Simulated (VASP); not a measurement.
Write the native input for VASP 6.6.1 that does the following.

| Item | Value |
| --- | --- |
| Task | single point |
| Functional | r2SCAN |
| Potentials or basis | VASP PAW PBE potentials, release 64 (P) |
| Cutoff | 520 eV |
| k mesh | 6 × 8 × 1 |
| Occupations | gaussian, width 0.01 eV |
| Spin | no spin polarisation |
| Dipole correction | yes |
| Further INCAR settings | ALGO = Normal; EDIFF = 1e-06; NBANDS = 18 |

P, a slab with vacuum:

```
CELL_PARAMETERS angstrom
4.74318 0.00000 0.00000
0.00000 3.37416 0.00000
0.00000 0.00000 27.81958
ATOMIC_POSITIONS crystal
P 0.09590 0.00000 0.37851
P 0.40410 0.50000 0.37851
P 0.59590 0.50000 0.30447
P 0.90410 0.00000 0.30447
```

This cell differs from its parent crystal: strain +2.5%.

These files were run (other wordings do the same):

POSCAR

```
P
1.0
    4.7431822934      0.0000000000      0.0000000000
    0.0000000000      3.3741606410      0.0000000000
    0.0000000000      0.0000000000     27.8195791164
P
4
Direct
    0.0959020440      0.0000000000      0.3785050455
    0.4040979560      0.5000000000      0.3785050455
    0.5959020440      0.5000000000      0.3044671850
    0.9040979560      0.0000000000      0.3044671850
```

INCAR.step1

```
SYSTEM = P
ALGO = Normal
DIPOL = 0.5 0.5 0.341
EDIFF = 1E-4
ENCUT = 520
GGA = PE
IDIPOL = 3
ISMEAR = 0
LASPH = .True.
LCHARG = .False.
LDIPOL = .True.
LREAL = .False.
LWAVE = .True.
NBANDS = 18
NELM = 100
PREC = Accurate
SIGMA = 0.01
```

INCAR.step2

```
SYSTEM = P
ALGO = Normal
DIPOL = 0.5 0.5 0.341
EDIFF = 1E-6
ENCUT = 520
IDIPOL = 3
ISIF = 2
ISMEAR = 0
ISTART = 1
LASPH = .True.
LCHARG = .False.
LDIPOL = .True.
LMIXTAU = .True.
LREAL = .False.
LWAVE = .False.
METAGGA = R2SCAN
NBANDS = 18
NELM = 100
PREC = Accurate
SIGMA = 0.01
```

KPOINTS

```
k-points
0
Gamma
  6 8 1
  0 0 0
```

Potentials or basis: VASP PAW PBE potentials, release 64 (P).

Run with:

```bash
$ cat potpaw_PBE.64/P/POTCAR > POTCAR
$ cp INCAR.step1 INCAR
$ mpirun -np 1 vasp_std > vasp.out
$ cp INCAR.step2 INCAR
$ mpirun -np 1 vasp_std > vasp.out
```

Results of the run:

| Quantity | Value |
| --- | --- |
| Largest force | 0.085 eV/Å |
| Band gap on the k mesh | 1.36 eV |

Caveat: the cell differs from its parent crystal (strain +2.5%); the PAW data sets were made with another functional, which shifts forces and pressure a little.

Run time: 8.7 min on 1 thread of AMD EPYC 9R45 96-Core Processor (Zen 5), with other jobs on the host, peak memory 0.54 GiB.
